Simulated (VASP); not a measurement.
# MgCd5Te6 (P-4m2) in VASP: single point with PBE

Aim: the single point of MgCd5Te6 with PBE.

All numbers are computed with VASP 6.6.1; they aren't measurements. Logs are shortened: lines on timing, memory, paths and dates and some standing lists are left out, and cuts for length are marked.

## (1) The cell of the first run

Symmetry: P-4m2, No. 115, tetragonal system. The conventional cell has a = 4.674 Å, b = 4.674 Å, c = 19.742 Å, α = 90.00°, β = 90.00°, γ = 90.00°. Mg (site symmetry -4m2) has 4 Te at 2.82 Å within 3.7 Å. Cd (site symmetry 2mm) has 4 Te at 2.86 to 2.87 Å within 3.8 Å. Within 3.8 Å of Cd (site symmetry 2mm) lie 4 Te at 2.86 Å. Within 3.8 Å of Cd (site symmetry -4m2) lie 4 Te at 2.86 Å. Te (site symmetry 2mm) has 2 Mg at 2.82 Å and 2 Cd at 2.87 Å within 3.7 Å. Within 3.8 Å of Te (site symmetry 2mm) lie 4 Cd at 2.86 Å. Within 3.8 Å of Te (site symmetry 2mm) lie 4 Cd at 2.86 Å.

## (2) Single point, PBE

The input, INCAR:

```
SYSTEM = MgCd5Te6
  PREC = Accurate
  ENCUT = 520
  EDIFF = 1E-7
  ISMEAR = 0
  SIGMA = 0.1
  LREAL = .FALSE.
  LASPH = .TRUE.
  NELM = 60
  ALGO = Normal
  ISIF = 2
  LWAVE = .FALSE.
  LCHARG = .FALSE.
  GGA = PE
  NBANDS = 61
```

The input, KPOINTS:

```
regular mesh
0
G
  4 4 1
  0 0 0
```

The input, POSCAR:

```
MgCd5Te6
1.0
    4.6736729000      0.0000000000      0.0000000000
    0.0000000000      4.6736729000      0.0000000000
    0.0000000000      0.0000000000     19.7422475000
Mg Cd Te
1 5 6
Direct
    0.5000000000      0.5000000000      0.0000000000
    0.0000000000      0.0000000000      0.8355620000
    0.0000000000      0.0000000000      0.1644380000
    0.5000000000      0.5000000000      0.3321950000
    0.0000000000      0.0000000000      0.5000000000
    0.5000000000      0.5000000000      0.6678050000
    0.5000000000      0.0000000000      0.0801870000
    0.0000000000      0.5000000000      0.2483280000
    0.5000000000      0.0000000000      0.4160960000
    0.0000000000      0.5000000000      0.5839040000
    0.5000000000      0.0000000000      0.7516720000
    0.0000000000      0.5000000000      0.9198130000
```

Potentials or basis: VASP PAW PBE potentials, release 64 (Mg, Cd, Te).

The run is started by

```sh
$ cat potpaw_PBE.64/Mg/POTCAR potpaw_PBE.64/Cd/POTCAR potpaw_PBE.64/Te/POTCAR > POTCAR
$ mpirun -np 1 vasp_std > vasp.out
```

OUTCAR:

```text
SYSTEM = MgCd5Te6
   PREC = Accurate
   ENCUT = 520
   EDIFF = 1E-7
   ISMEAR = 0
   LREAL = .FALSE.
   LASPH = .TRUE.
   NELM = 60
   ISIF = 2
   GGA = PE

 ion  position               nearest neighbor table
   1  0.500  0.500  0.000-   7 2.82  12 2.82   7 2.82  12 2.82
   2  0.000  0.000  0.836-  11 2.86  11 2.86  12 2.87  12 2.87
   3  0.000  0.000  0.164-   8 2.86   8 2.86   7 2.87   7 2.87
   4  0.500  0.500  0.332-   8 2.86   8 2.86   9 2.86   9 2.86
   5  0.000  0.000  0.500-   9 2.86  10 2.86  10 2.86   9 2.86
   6  0.500  0.500  0.668-  11 2.86  11 2.86  10 2.86  10 2.86
   7  0.500  0.000  0.080-   1 2.82   1 2.82   3 2.87   3 2.87
   8  0.000  0.500  0.248-   4 2.86   4 2.86   3 2.86   3 2.86
   9  0.500  0.000  0.416-   4 2.86   4 2.86   5 2.86   5 2.86
  10  0.000  0.500  0.584-   6 2.86   6 2.86   5 2.86   5 2.86
  11  0.500  0.000  0.752-   6 2.86   6 2.86   2 2.86   2 2.86
  12  0.000  0.500  0.920-   1 2.82   1 2.82   2 2.87   2 2.87

  LATTYP: Found a simple tetragonal cell.
 ALAT       =     4.6736729000
 C/A-ratio  =     4.2241397553

  Lattice vectors:

 A1 = (   4.6736729000,   0.0000000000,   0.0000000000)
 A2 = (   0.0000000000,   4.6736729000,   0.0000000000)
 A3 = (   0.0000000000,   0.0000000000,  19.7422475000)

Analysis of symmetry for initial positions (statically):
=====================================================================
 Subroutine PRICEL returns:
 Original cell was already a primitive cell.

 Routine SETGRP: Setting up the symmetry group for a
 simple tetragonal supercell.

 Subroutine GETGRP returns: Found  8 space group operations
 (whereof  8 operations were pure point group operations)
 out of a pool of 16 trial point group operations.

The static configuration has the point symmetry D_2d.

Analysis of symmetry for dynamics (positions and initial velocities):
=====================================================================
 Subroutine PRICEL returns:
 Original cell was already a primitive cell.

 Routine SETGRP: Setting up the symmetry group for a
 simple tetragonal supercell.

 Subroutine GETGRP returns: Found  8 space group operations
 (whereof  8 operations were pure point group operations)
 out of a pool of 16 trial point group operations.

The dynamic configuration has the point symmetry D_2d.

 Subroutine INISYM returns: Found  8 space group operations
 (whereof  8 operations are pure point group operations),
 and found     1 'primitive' translations

----------------------------------------------------------------------------------------

                                     Primitive cell

  volume of cell :     431.2342

  direct lattice vectors                    reciprocal lattice vectors
     4.673672900  0.000000000  0.000000000     0.213964482  0.000000000  0.000000000
     0.000000000  4.673672900  0.000000000     0.000000000  0.213964482  0.000000000
     0.000000000  0.000000000 19.742247500     0.000000000  0.000000000  0.050652794

  length of vectors
     4.673672900  4.673672900 19.742247500     0.213964482  0.213964482  0.050652794

  position of ions in fractional coordinates (direct lattice)
     0.500000000  0.500000000  0.000000000
     0.000000000  0.000000000  0.835562000
     0.000000000  0.000000000  0.164438000
     0.500000000  0.500000000  0.332195000
     0.000000000  0.000000000  0.500000000
     0.500000000  0.500000000  0.667805000
     0.500000000  0.000000000  0.080187000
     0.000000000  0.500000000  0.248328000
     0.500000000  0.000000000  0.416096000
     0.000000000  0.500000000  0.583904000
     0.500000000  0.000000000  0.751672000
     0.000000000  0.500000000  0.919813000

  ion indices of the primitive-cell ions
   primitive index   ion index
                 1           1
                 2           2
                 3           3
                 4           4
                 5           5
                 6           6
                 7           7
                 8           8
                 9           9
                10          10
                11          11
                12          12

----------------------------------------------------------------------------------------

 KPOINTS: regular mesh

Automatic generation of k-mesh.
 Grid dimensions read from file:
 generate k-points for:    4    4    1

 Generating k-lattice:

  Cartesian coordinates                     Fractional coordinates (reciprocal lattice)
     0.053491120  0.000000000  0.000000000     0.250000000  0.000000000  0.000000000
     0.000000000  0.053491120  0.000000000     0.000000000  0.250000000  0.000000000
     0.000000000  0.000000000  0.050652794     0.000000000  0.000000000  1.000000000

  Length of vectors
     0.053491120  0.053491120  0.050652794

  Shift w.r.t. Gamma in fractional coordinates (k-lattice)
     0.000000000  0.000000000  0.000000000

 Subroutine IBZKPT returns following result:
 ===========================================

 Found      6 irreducible k-points:

 Following reciprocal coordinates:
            Coordinates               Weight
  0.000000  0.000000  0.000000      1.000000
  0.250000  0.000000  0.000000      4.000000
  0.500000  0.000000  0.000000      2.000000
  0.250000  0.250000  0.000000      4.000000
  0.500000  0.250000  0.000000      4.000000
  0.500000  0.500000  0.000000      1.000000
   k-points           NKPTS =      6   k-points in BZ     NKDIM =      6   number of bands    NBANDS=     61
   number of dos      NEDOS =    301   number of ions     NIONS =     12
   total plane-waves  NPLWV = 194400
   dimension x,y,z NGX =    36 NGY =   36 NGZ =  150
   dimension x,y,z NGXF=    72 NGYF=   72 NGZF=  300
   ions per type =               1   5   6
   NGX,Y,Z   is equivalent  to a cutoff of  12.81, 12.81, 12.63 a.u.
   NGXF,Y,Z  is equivalent  to a cutoff of  25.61, 25.61, 25.26 a.u.
 SYSTEM =  MgCd5Te6
   PREC   = accura    normal or accurate (medium, high low for compatibility)
   ISTART =      0    job   : 0-new  1-cont  2-samecut
   ICHARG =      2    charge: 1-file 2-atom 10-const
   ISPIN  =      1    spin polarized calculation?
   LNONCOLLINEAR =      F non collinear calculations
   LSORBIT =      F    spin-orbit coupling
   LASPH  =      T    aspherical Exc in radial PAW
   ENCUT  =  520.0 eV  38.22 Ry    6.18 a.u.   8.69  8.69 36.71*2*pi/ulx,y,z
   NELM   =     60;   NELMIN=  2; NELMDL= -5     # of ELM steps
   EDIFF  = 0.1E-06   stopping-criterion for ELM
   LREAL  =      F    real-space projection
   EDIFFG = 0.1E-05   stopping-criterion for IOM
   NSW    =      0    number of steps for IOM
   IBRION =     -1    ionic relax: 0-MD 1-quasi-New 2-CG
   NFREE  =      0    steps in history (QN), initial steepest desc. (CG)
   ISIF   =      2    stress and relaxation
   ISYM   =      2    0-nonsym 1-usesym 2-fastsym
   POTIM  = 0.5000    time-step for ionic-motion
   TEBEG  =    0.0;   TEEND  =   0.0 temperature during run
   PSTRESS=    0.0 pullay stress
   NELECT =      98.0000    total number of electrons
   NUPDOWN=      -1.0000    fix difference up-down
   EMIN   =  10.00;   EMAX   =-10.00  energy-range for DOS
   EFERMI =   0.00;   METHOD = LEGACY
   ISMEAR =     0;   SIGMA  =   0.10  broadening in eV -4-tet -1-fermi 0-gaus
   EFERMI_NEDOS =   21; number of points for ismear=-14 and -15
   IALGO  =     38    algorithm
   IMIX   =      4    mixing-type and parameters
     AMIX     =   0.40;   BMIX     =  1.00
     AMIX_MAG =   1.60;   BMIX_MAG =  1.00
  volume/ion in A,a.u.               =      35.94       242.51
  Fermi-wavevector in a.u.,A,eV,Ry     =   0.999031  1.887896 13.579480  0.998064
  Thomas-Fermi vector in A             =   2.131294
   LORBIT       =      0    0 simple, 1 ext, 2 COOP (PROOUT), +10 PAW based schemes
   GGA     = PE    functional components
   LHFCALC =     F    Hartree Fock is set to
   AEXX    =    0.0000 exact exchange contribution
   IVDW    =     0    specifies the selected vdW correction
   LEPSILON=     F    determine dielectric tensor
   LRPA    =     F    only Hartree local field effects (RPA)
 non-spin polarized calculation
 Gauss-broadening in eV      SIGMA  =   0.10
  energy-cutoff  :      520.00
  volume of cell :      431.23
 maximum number of plane-waves:     11697
 NGX is ok and might be reduce to    36
   NGX = 17   NGY = 17   NGZ = 73

 number of electron      98.0000000 magnetization

 Free energy of the ion-electron system (eV)
  ---------------------------------------------------
  ext. energy  EPLUGINS =         0.00000000
  ---------------------------------------------------
  free energy    TOTEN  =       -30.34580312 eV

  energy without entropy =      -30.34580312  energy(sigma->0) =      -30.34580312

 E-fermi :   2.2272     XC(G=0):  -8.2185

 val. band max:        1.8171250106   @ k =   0.0000   0.0000   0.0000
 cond. band min:       2.6295552968   @ k =   0.0000   0.0000   0.0000
 fundamental gap:      0.8124302862
 Fermi energy:         2.2272211080

 k-point     1 :       0.0000    0.0000    0.0000
  band No.  band energies     occupation
      1      -8.9326      2.00000
      2      -8.8224      2.00000
      3      -8.7805      2.00000
      4      -8.5909      2.00000
      5      -8.5648      2.00000
      6      -8.3495      2.00000
[... 53 lines left out ...]
     60       5.7170      0.00000
     61       6.5488      0.00000

 k-point     2 :       0.2500    0.0000    0.0000
  band No.  band energies     occupation
      1      -8.8096      2.00000
      2      -8.7339      2.00000
      3      -8.6811      2.00000
      4      -8.5544      2.00000
      5      -8.5496      2.00000
      6      -8.3459      2.00000
[... 245 lines left out ...]
     60       6.5328      0.00000
     61       6.7618      0.00000

 k-point     6 :       0.5000    0.5000    0.0000
  band No.  band energies     occupation
      1      -8.5129      2.00000
      2      -8.5129      2.00000
      3      -8.5076      2.00000
      4      -8.5076      2.00000
      5      -8.2885      2.00000
      6      -8.2885      2.00000
[... 53 lines left out ...]
     60       5.7428      0.00000
     61       6.1112      0.00000

------------------------ aborting loop because EDIFF is reached ----------------------------------------

  FORCE on cell =-STRESS in cart. coord.  units (eV):
  Direction    XX          YY          ZZ          XY          YZ          ZX
  --------------------------------------------------------------------------------------
  -------------------------------------------------------------------------------------
  Total        0.4835444      0.4835444      0.0926383      0.0000000      0.0000000      0.0000000
  in kB        1.7965270      1.7965270      0.3441820      0.0000000      0.0000000      0.0000000
  external PRESSURE =       1.3124120 kB  Pullay stress =       0.0000000 kB

 VOLUME and BASIS-vectors are now :
 -----------------------------------------------------------------------------
  energy-cutoff  :      520.00
  volume of cell :      431.23
      direct lattice vectors                 reciprocal lattice vectors
     4.673672900  0.000000000  0.000000000     0.213964482  0.000000000  0.000000000
     0.000000000  4.673672900  0.000000000     0.000000000  0.213964482  0.000000000
     0.000000000  0.000000000 19.742247500     0.000000000  0.000000000  0.050652794

 POSITION                                       TOTAL-FORCE (eV/Angst)
 -----------------------------------------------------------------------------------
      2.33684      2.33684      0.00000         0.000000     -0.000000      0.000000
      0.00000      0.00000     16.49587         0.000000      0.000000     -0.002322
      0.00000      0.00000      3.24638         0.000000     -0.000000      0.002322
      2.33684      2.33684      6.55828         0.000000     -0.000000      0.002401
      0.00000      0.00000      9.87112         0.000000      0.000000      0.000000
      2.33684      2.33684     13.18397         0.000000     -0.000000     -0.002401
      2.33684      0.00000      1.58307         0.000000      0.000000     -0.026228
      0.00000      2.33684      4.90255         0.000000     -0.000000     -0.000830
      2.33684      0.00000      8.21467        -0.000000      0.000000     -0.001010
      0.00000      2.33684     11.52758         0.000000     -0.000000      0.001010
      2.33684      0.00000     14.83969         0.000000     -0.000000      0.000830
      0.00000      2.33684     18.15918         0.000000     -0.000000      0.026228
 -----------------------------------------------------------------------------------
    total drift:                                0.000000     -0.000000      0.000000

  FREE ENERGIE OF THE ION-ELECTRON SYSTEM (eV)
  ---------------------------------------------------
  free  energy   TOTEN  =       -30.3458031187 eV

  energy  without entropy=      -30.3458031180  energy(sigma->0) =      -30.34580312
```

It took 5.9 min on 1 thread of Intel Xeon 6975P-C, shared host; peak memory 0.51 GiB.

Results:

```yaml
Free_energy: -30.3458 eV
Pressure: 0.1 GPa
Largest_force: 0.026 eV/Å
Band_gap_on_the_k_mesh: 0.81 eV, direct
```

Forces in eV/Å, atoms in the order of the input:
```
Mg   0.000  0.000  0.000
Cd   0.000  0.000 -0.002
Cd   0.000  0.000  0.002
Cd   0.000  0.000  0.002
Cd   0.000  0.000  0.000
Cd   0.000  0.000 -0.002
Te   0.000  0.000 -0.026
Te   0.000  0.000 -0.001
Te   0.000  0.000 -0.001
Te   0.000  0.000  0.001
Te   0.000  0.000  0.001
Te   0.000  0.000  0.026
```

Stress tensor (GPa, compression positive):
```
0.18 0.00 0.00
0.00 0.18 0.00
0.00 0.00 0.03
```

Levels at points of the mesh, in eV from the valence-band top:
```csv
k point,band 46,band 47,band 48,band 49,band 50,band 51,band 52,band 53
"(0.00, 0.00, 0.00)",-0.46,-0.02,0.00,0.00,0.81,2.32,2.49,2.73
"(0.50, 0.00, 0.00)",-0.63,-0.63,-0.62,-0.62,2.13,2.15,2.18,2.54
"(0.50, 0.50, 0.00)",-1.60,-1.59,-1.59,-1.58,2.58,2.73,2.73,2.88
```

Caveat: spin-orbit coupling is left out, which moves the levels of the heavy elements.
